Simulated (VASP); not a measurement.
# Ba (P6/mmm) in VASP: further runs

Aim: see how the results for Ba move with the level of theory and the settings. Levels: PBEsol, LDA. Tasks: single point.

Program: VASP 6.6.1. These are calculated values, not measurements. Logs are shortened: lines on timing, memory, paths and dates and some standing lists are left out, and cuts for length are marked.

## 1. The cell of the first run

Symmetry: P6/mmm, No. 191, hexagonal system. Conventional cell: a = 4.312 Å, b = 4.312 Å, c = 3.913 Å, α = 90.00°, β = 90.00°, γ = 120.00°. Within 5.1 Å of Ba (site symmetry 6/mmm) lie 8 Ba at 3.91 to 4.31 Å.

This isn't the form of Ba at room conditions, which is bcc.

## 2. Single point, PBEsol

INCAR

```
  PREC = Accurate
  ENCUT = 520
  EDIFF = 1E-6
  ISMEAR = 0
  SIGMA = 0.02
  LREAL = False
  LASPH = True
  NELM = 100
  ALGO = Normal
  ISIF = 2
  LWAVE = False
  LCHARG = False
  GGA = PS
  NBANDS = 11
```

KPOINTS

```
regular mesh
0
Gamma
  7 7 7
```

POSCAR

```
Ba
1.0
    4.3116136979      0.0000000000      0.0000000000
   -2.1558068490      3.7339669937      0.0000000000
    0.0000000000      0.0000000000      3.9134133000
Ba
1
Direct
    0.0000000000      0.0000000000      0.0000000000
```

Potentials or basis: VASP PAW PBE potentials, release 64 (Ba_sv).

Command:

```console
$ cat potpaw_PBE.64/Ba_sv/POTCAR > POTCAR
$ mpirun -np 1 vasp_std > vasp.out
```

OUTCAR:

```text
PREC = Accurate
   ENCUT = 520
   EDIFF = 1E-6
   ISMEAR = 0
   LREAL = False
   LASPH = True
   NELM = 100
   ISIF = 2
   GGA = PS

 ion  position               nearest neighbor table
   1  0.000  0.000  0.000-

  LATTYP: Found a hexagonal cell.
 ALAT       =     4.3116136979
 C/A-ratio  =     0.9076446950

  Lattice vectors:

 A1 = (   4.3116136979,   0.0000000000,   0.0000000000)
 A2 = (  -2.1558068490,   3.7339669937,   0.0000000000)
 A3 = (   0.0000000000,   0.0000000000,   3.9134133000)

Analysis of symmetry for initial positions (statically):
=====================================================================
 Subroutine PRICEL returns:
 Original cell was already a primitive cell.

 Routine SETGRP: Setting up the symmetry group for a
 hexagonal supercell.

 Subroutine GETGRP returns: Found 24 space group operations
 (whereof 24 operations were pure point group operations)
 out of a pool of 24 trial point group operations.

The static configuration has the point symmetry D_6h.

Analysis of symmetry for dynamics (positions and initial velocities):
=====================================================================
 Subroutine PRICEL returns:
 Original cell was already a primitive cell.

 Routine SETGRP: Setting up the symmetry group for a
 hexagonal supercell.

 Subroutine GETGRP returns: Found 24 space group operations
 (whereof 24 operations were pure point group operations)
 out of a pool of 24 trial point group operations.

The dynamic configuration has the point symmetry D_6h.

 Subroutine INISYM returns: Found 24 space group operations
 (whereof 24 operations are pure point group operations),
 and found     1 'primitive' translations

----------------------------------------------------------------------------------------

                                     Primitive cell

  volume of cell :      63.0037

  direct lattice vectors                    reciprocal lattice vectors
     4.311613698  0.000000000  0.000000000     0.231931724  0.133905844  0.000000000
    -2.155806849  3.733966994  0.000000000     0.000000000  0.267811687  0.000000000
     0.000000000  0.000000000  3.913413300     0.000000000  0.000000000  0.255531405

  length of vectors
     4.311613698  4.311613698  3.913413300     0.267811687  0.267811687  0.255531405

  position of ions in fractional coordinates (direct lattice)
     0.000000000  0.000000000  0.000000000

  ion indices of the primitive-cell ions
   primitive index   ion index
                 1           1

----------------------------------------------------------------------------------------

 KPOINTS: regular mesh

Automatic generation of k-mesh.
 Grid dimensions read from file:
 generate k-points for:    7    7    7

 Generating k-lattice:

  Cartesian coordinates                     Fractional coordinates (reciprocal lattice)
     0.033133103  0.019129406  0.000000000     0.142857143  0.000000000  0.000000000
     0.000000000  0.038258812  0.000000000     0.000000000  0.142857143  0.000000000
     0.000000000  0.000000000  0.036504486     0.000000000  0.000000000  0.142857143

  Length of vectors
     0.038258812  0.038258812  0.036504486

  Shift w.r.t. Gamma in fractional coordinates (k-lattice)
     0.000000000  0.000000000  0.000000000

 Subroutine IBZKPT returns following result:
 ===========================================

 Found     32 irreducible k-points:

 Following reciprocal coordinates:
            Coordinates               Weight
  0.000000  0.000000  0.000000      1.000000
  0.142857  0.000000  0.000000      6.000000
  0.285714 -0.000000  0.000000      6.000000
  0.428571  0.000000  0.000000      6.000000
  0.142857  0.142857  0.000000      6.000000
  0.285714  0.142857  0.000000     12.000000
[... 16 lines left out ...]
  0.428571  0.142857  0.285714     12.000000
  0.285714  0.285714  0.285714     12.000000
 [... further k-points ...]
   k-points           NKPTS =     32   k-points in BZ     NKDIM =     32   number of bands    NBANDS=     11
   number of dos      NEDOS =    301   number of ions     NIONS =      1
   total plane-waves  NPLWV =  30720
   dimension x,y,z NGX =    32 NGY =   32 NGZ =   30
   dimension x,y,z NGXF=    64 NGYF=   64 NGZF=   60
   ions per type =               1
   NGX,Y,Z   is equivalent  to a cutoff of  12.34, 12.34, 12.74 a.u.
   NGXF,Y,Z  is equivalent  to a cutoff of  24.68, 24.68, 25.49 a.u.
 SYSTEM =  unknown system
   PREC   = accura    normal or accurate (medium, high low for compatibility)
   ISTART =      0    job   : 0-new  1-cont  2-samecut
   ICHARG =      2    charge: 1-file 2-atom 10-const
   ISPIN  =      1    spin polarized calculation?
   LNONCOLLINEAR =      F non collinear calculations
   LSORBIT =      F    spin-orbit coupling
   LASPH  =      T    aspherical Exc in radial PAW
   ENCUT  =  520.0 eV  38.22 Ry    6.18 a.u.   8.02  8.02  7.28*2*pi/ulx,y,z
   NELM   =    100;   NELMIN=  2; NELMDL= -5     # of ELM steps
   EDIFF  = 0.1E-05   stopping-criterion for ELM
   LREAL  =      F    real-space projection
   EDIFFG = 0.1E-04   stopping-criterion for IOM
   NSW    =      0    number of steps for IOM
   IBRION =     -1    ionic relax: 0-MD 1-quasi-New 2-CG
   NFREE  =      0    steps in history (QN), initial steepest desc. (CG)
   ISIF   =      2    stress and relaxation
   ISYM   =      2    0-nonsym 1-usesym 2-fastsym
   POTIM  = 0.5000    time-step for ionic-motion
   TEBEG  =    0.0;   TEEND  =   0.0 temperature during run
   PSTRESS=    0.0 pullay stress
   NELECT =      10.0000    total number of electrons
   NUPDOWN=      -1.0000    fix difference up-down
   EMIN   =  10.00;   EMAX   =-10.00  energy-range for DOS
   EFERMI =   0.00;   METHOD = LEGACY
   ISMEAR =     0;   SIGMA  =   0.02  broadening in eV -4-tet -1-fermi 0-gaus
   EFERMI_NEDOS =   21; number of points for ismear=-14 and -15
   IALGO  =     38    algorithm
   IMIX   =      4    mixing-type and parameters
     AMIX     =   0.40;   BMIX     =  1.00
     AMIX_MAG =   1.60;   BMIX_MAG =  1.00
  volume/ion in A,a.u.               =      63.00       425.17
  Fermi-wavevector in a.u.,A,eV,Ry     =   0.886379  1.675014 10.689660  0.785668
  Thomas-Fermi vector in A             =   2.007537
   LORBIT       =      0    0 simple, 1 ext, 2 COOP (PROOUT), +10 PAW based schemes
   GGA     = PS    functional components
   LHFCALC =     F    Hartree Fock is set to
   AEXX    =    0.0000 exact exchange contribution
   IVDW    =     0    specifies the selected vdW correction
   LEPSILON=     F    determine dielectric tensor
   LRPA    =     F    only Hartree local field effects (RPA)
 non-spin polarized calculation
 Gauss-broadening in eV      SIGMA  =   0.02
  energy-cutoff  :      520.00
  volume of cell :       63.00
 maximum number of plane-waves:      1712
   NGX = 17   NGY = 17   NGZ = 15

 number of electron      10.0000001 magnetization

 Free energy of the ion-electron system (eV)
  ---------------------------------------------------
  ext. energy  EPLUGINS =         0.00000000
  ---------------------------------------------------
  free energy    TOTEN  =        -1.95934101 eV

  energy without entropy =       -1.95901002  energy(sigma->0) =       -1.95917552

 E-fermi :   1.5338     XC(G=0):  -7.4966

 val. band max:        1.5148954712   @ k =   0.2857   0.2857   0.2857
 cond. band min:       1.5525753510   @ k =   0.4286   0.1429   0.2857
 fundamental gap:      0.0376798798
 Fermi energy:         1.5338159763

 k-point     1 :       0.0000    0.0000    0.0000
  band No.  band energies     occupation
      1     -27.5355      2.00000
      2     -12.4503      2.00000
      3     -12.4503      2.00000
      4     -12.3332      2.00000
      5      -1.1736      2.00000
      6       1.6261      0.00000
      7       3.2188      0.00000
      8       3.2188      0.00000
      9       6.4167      0.00000
     10       6.4167      0.00000
     11       7.5939      0.00000

 k-point     2 :       0.1429    0.0000    0.0000
  band No.  band energies     occupation
      1     -27.5276      2.00000
      2     -12.5489      2.00000
      3     -12.4724      2.00000
      4     -12.3234      2.00000
      5      -0.8354      2.00000
      6       1.7650      0.00000
      7       2.7548      0.00000
      8       3.5655      0.00000
      9       5.8309      0.00000
     10       6.3296      0.00000
     11       8.5834      0.00000

 k-point     3 :       0.2857   -0.0000    0.0000
  band No.  band energies     occupation
      1     -27.5098      2.00000
      2     -12.7603      2.00000
      3     -12.5213      2.00000
      4     -12.3011      2.00000
      5      -0.0413      2.00000
      6       1.8542      0.00000
      7       2.3850      0.00000
      8       4.5479      0.00000
      9       5.0165      0.00000
     10       6.1473      0.00000
     11       8.0401      0.00000

 k-point     4 :       0.4286    0.0000    0.0000
  band No.  band energies     occupation
      1     -27.4954      2.00000
      2     -12.9207      2.00000
      3     -12.5597      2.00000
      4     -12.2831      2.00000
      5       0.5275      2.00000
      6       1.8481      0.00000
      7       2.5400      0.00000
      8       4.5502      0.00000
      9       5.9131      0.00000
     10       6.0124      0.00000
     11       7.4717      0.00000
[... 239 lines left out ...]
 k-point    22 :       0.2857    0.1429    0.2857
  band No.  band energies     occupation
      1     -27.4596      2.00000
      2     -12.7856      2.00000
      3     -12.7479      2.00000
      4     -12.5431      2.00000
      5       1.0980      2.00000
      6       1.9731      0.00000
      7       3.3244      0.00000
      8       3.8136      0.00000
      9       4.0448      0.00000
     10       6.1743      0.00000
     11       8.1934      0.00000

 k-point    23 :       0.4286    0.1429    0.2857
  band No.  band energies     occupation
      1     -27.4525      2.00000
      2     -12.8477      2.00000
      3     -12.7366      2.00000
      4     -12.5742      2.00000
      5       1.3949      2.00000
      6       1.5526      0.18468
      7       3.4771      0.00000
      8       4.0327      0.00000
      9       4.3282      0.00000
     10       7.0081      0.00000
     11       7.2943      0.00000

 k-point    24 :       0.2857    0.2857    0.2857
  band No.  band energies     occupation
      1     -27.4508      2.00000
      2     -12.7861      2.00000
      3     -12.7330      2.00000
      4     -12.6649      2.00000
      5       1.5149      1.81907
      6       1.9510      0.00000
      7       3.4146      0.00000
      8       3.4867      0.00000
      9       4.0490      0.00000
     10       6.5863      0.00000
     11       8.0103      0.00000

 [... further k-points ...]

------------------------ aborting loop because EDIFF is reached ----------------------------------------

  FORCE on cell =-STRESS in cart. coord.  units (eV):
  Direction    XX          YY          ZZ          XY          YZ          ZX
  --------------------------------------------------------------------------------------
  -------------------------------------------------------------------------------------
  Total       -0.3984903     -0.3984903     -0.1661350      0.0000000      0.0000000      0.0000000
  in kB      -10.1335665    -10.1335665     -4.2247947      0.0000000      0.0000000      0.0000000
  external PRESSURE =      -8.1639759 kB  Pullay stress =       0.0000000 kB

 VOLUME and BASIS-vectors are now :
 -----------------------------------------------------------------------------
  energy-cutoff  :      520.00
  volume of cell :       63.00
      direct lattice vectors                 reciprocal lattice vectors
     4.311613698  0.000000000  0.000000000     0.231931724  0.133905844  0.000000000
    -2.155806849  3.733966994  0.000000000     0.000000000  0.267811687  0.000000000
     0.000000000  0.000000000  3.913413300     0.000000000  0.000000000  0.255531405

 POSITION                                       TOTAL-FORCE (eV/Angst)
 -----------------------------------------------------------------------------------
      0.00000      0.00000      0.00000        -0.000000      0.000000      0.000000
 -----------------------------------------------------------------------------------
    total drift:                                0.000000      0.000000     -0.000000

  FREE ENERGIE OF THE ION-ELECTRON SYSTEM (eV)
  ---------------------------------------------------
  free  energy   TOTEN  =        -1.9593410145 eV

  energy  without entropy=       -1.9590100184  energy(sigma->0) =       -1.95917552
```

Run time: 18 s. Hardware: 1 thread of Intel Xeon 8259CL, shared host; peak memory 0.18 GiB.

Results:

| Item | Value |
| --- | --- |
| Free energy | -1.9593 eV |
| Pressure | -0.8 GPa |
| Band gap on the k mesh | zero (bands 5 and 6 overlap by 0.17 eV) |

Caveat: the PAW data sets were made with another functional, which shifts forces and pressure a little; spin-orbit coupling is left out, which moves the levels of the heavy elements.

## 3. Single point, LDA

INCAR

```
SYSTEM = Ba
PREC     = Accurate       ! precision mode
ENCUT    = 520            ! plane-wave cutoff, eV
EDIFF    = 1E-7           ! SCF threshold, eV
ISMEAR   = 0              ! smearing method
SIGMA    = 0.02           ! smearing width, eV
LREAL    = .False.        ! projectors in reciprocal space
LASPH    = .True.         ! aspherical terms in the spheres
NELM     = 80             ! most SCF steps
ALGO     = Normal         ! electronic algorithm
ISIF     = 2              ! what is computed and relaxed
LWAVE    = .False.        ! write WAVECAR
LCHARG   = .True.         ! write CHGCAR
LELF     = .True.         ! ELF
LVHAR    = .True.       
NBANDS   = 11             ! bands
```

KPOINTS

```
regular mesh
0
Gamma
  7 7 7
  0 0 0
```

POSCAR is that of step 2.

Potentials or basis: VASP PAW LDA potentials, release 64 (Ba_sv).

Command:

```console
$ cat potpaw_LDA.64/Ba_sv/POTCAR > POTCAR
$ mpirun -np 1 vasp_std > vasp.out
```

OUTCAR:

```text
SYSTEM = Ba
   PREC = Accurate
   ENCUT = 520
   EDIFF = 1E-7
   ISMEAR = 0
   LREAL = .False.
   LASPH = .True.
   NELM = 80
   ISIF = 2

 ion  position               nearest neighbor table
   1  0.000  0.000  0.000-

  LATTYP: Found a hexagonal cell.
 ALAT       =     4.3116136979
 C/A-ratio  =     0.9076446950

  Lattice vectors:

 A1 = (   4.3116136979,   0.0000000000,   0.0000000000)
 A2 = (  -2.1558068490,   3.7339669937,   0.0000000000)
 A3 = (   0.0000000000,   0.0000000000,   3.9134133000)

[... 513 lines left out ...]
     11       7.8866      0.00000

 [... further k-points ...]

------------------------ aborting loop because EDIFF is reached ----------------------------------------

  FORCE on cell =-STRESS in cart. coord.  units (eV):
  Direction    XX          YY          ZZ          XY          YZ          ZX
  --------------------------------------------------------------------------------------
  -------------------------------------------------------------------------------------
  Total       -0.6459695     -0.6459695     -0.3725730      0.0000000     -0.0000000     -0.0000000
  in kB      -16.4269348    -16.4269348     -9.4744915      0.0000000     -0.0000000     -0.0000000
  external PRESSURE =     -14.1094537 kB  Pullay stress =       0.0000000 kB

 VOLUME and BASIS-vectors are now :
 -----------------------------------------------------------------------------
  energy-cutoff  :      520.00
  volume of cell :       63.00
      direct lattice vectors                 reciprocal lattice vectors
     4.311613698  0.000000000  0.000000000     0.231931724  0.133905844  0.000000000
    -2.155806849  3.733966994  0.000000000     0.000000000  0.267811687  0.000000000
     0.000000000  0.000000000  3.913413300     0.000000000  0.000000000  0.255531405

 POSITION                                       TOTAL-FORCE (eV/Angst)
 -----------------------------------------------------------------------------------
      0.00000      0.00000      0.00000        -0.000000      0.000000      0.000000
 -----------------------------------------------------------------------------------
    total drift:                                0.000000      0.000000     -0.000000

  FREE ENERGIE OF THE ION-ELECTRON SYSTEM (eV)
  ---------------------------------------------------
  free  energy   TOTEN  =        -2.0347787759 eV

  energy  without entropy=       -2.0340365522  energy(sigma->0) =       -2.03440766
```

OSZICAR:

```text
N       E                     dE             d eps       ncg     rms          rms(c)
DAV:   1     0.553930241499E+02    0.55393E+02   -0.43246E+03   704   0.767E+02
DAV:   2     0.910868018046E+00   -0.54482E+02   -0.52786E+02   854   0.136E+02
DAV:   3    -0.193776438284E+01   -0.28486E+01   -0.28321E+01   919   0.321E+01
DAV:   4    -0.204131826488E+01   -0.10355E+00   -0.10344E+00   936   0.530E+00
DAV:   5    -0.204304455015E+01   -0.17263E-02   -0.17262E-02   942   0.602E-01    0.183E+00
DAV:   6    -0.203751540274E+01    0.55291E-02   -0.64587E-03   903   0.608E-01    0.107E+00
DAV:   7    -0.203474052182E+01    0.27749E-02   -0.10012E-02  1034   0.775E-01    0.580E-02
DAV:   8    -0.203477347080E+01   -0.32949E-04   -0.27516E-04   886   0.860E-02    0.171E-02
DAV:   9    -0.203477961785E+01   -0.61470E-05   -0.16895E-05  1001   0.186E-02    0.719E-03
DAV:  10    -0.203477872468E+01    0.89317E-06   -0.23768E-06   860   0.837E-03    0.110E-03
DAV:  11    -0.203477877586E+01   -0.51181E-07   -0.57457E-08   568   0.143E-03
   1 F= -.20347788E+01 E0= -.20344077E+01  d E =-.742224E-03
```

It took 20 s on 1 thread of Intel Xeon 8259CL, shared host; peak memory 0.16 GiB.

Results:

- Free energy: -2.0348 eV
- Pressure: -1.4 GPa
- Band gap on the k mesh: zero (bands 5 and 6 overlap by 0.19 eV)

Stress tensor (GPa, compression positive):
```
-1.64  0.00  0.00
 0.00 -1.64  0.00
 0.00  0.00 -0.95
```

Levels at points of the mesh, in eV from the Fermi level:
| k point | band 1 | band 2 | band 3 | band 4 | band 5 | band 6 | band 7 | band 8 | band 9 | band 10 |
| --- | --- | --- | --- | --- | --- | --- | --- | --- | --- | --- |
| (0.00, 0.00, 0.00) | -29.02 | -13.97 | -13.97 | -13.85 | -2.70 | 0.02 | 1.64 | 1.64 | 4.83 | 4.83 |

Caveat: spin-orbit coupling is left out, which moves the levels of the heavy elements.

## 4. Single point, PBEsol

This run uses another cell than the first one, of 24.26 Å³/atom.

INCAR

```
PREC = Accurate
ENCUT = 520
EDIFF = 1E-7
ISMEAR = -1
SIGMA = 0.05
LREAL = F
LASPH = T
NELM = 60
ALGO = Fast
ISIF = 2
LWAVE = F
LCHARG = F
GGA = PS
NBANDS = 11
```

KPOINTS

```
regular mesh
0
Gamma
  7 7 7
```

POSCAR

```
Ba
1.0
    3.1242955953      0.0000000000      0.0000000000
   -1.5621477977      2.7057193544      0.0000000000
    0.0000000000      0.0000000000      2.8702518829
Ba
1
Direct
    0.0000000000      0.0000000000      0.0000000000
```

Potentials or basis: VASP PAW PBE potentials, release 64 (Ba_sv).

Command:

```console
$ cat potpaw_PBE.64/Ba_sv/POTCAR > POTCAR
$ mpirun -np 1 vasp_std > vasp.out
```

Run time: 16 s. Hardware: 1 thread of AMD EPYC 7R43 (Zen 3), shared host; peak memory 0.1 GiB.

The run converged. Its results:

- Free energy: -0.3262 eV
- Pressure: 38.2 GPa
- Band gap on the k mesh: zero (bands 5 and 6 overlap by 3.19 eV)

Stress tensor (GPa, compression positive):
```
37.02  0.00  0.00
 0.00 37.02  0.00
 0.00  0.00 40.53
```

Levels at points of the mesh, in eV from the Fermi level:
```csv
k point,band 1,band 2,band 3,band 4,band 5,band 6,band 7,band 8,band 9,band 10
"(0.00, 0.00, 0.00)",-30.05,-11.70,-11.70,-11.36,-1.61,-1.14,2.19,2.19,7.89,12.02
```

Caveat: the cell stands under pressure; the PAW data sets were made with another functional, which shifts forces and pressure a little; spin-orbit coupling is left out, which moves the levels of the heavy elements.

(Part 1 of 2 ends here.)
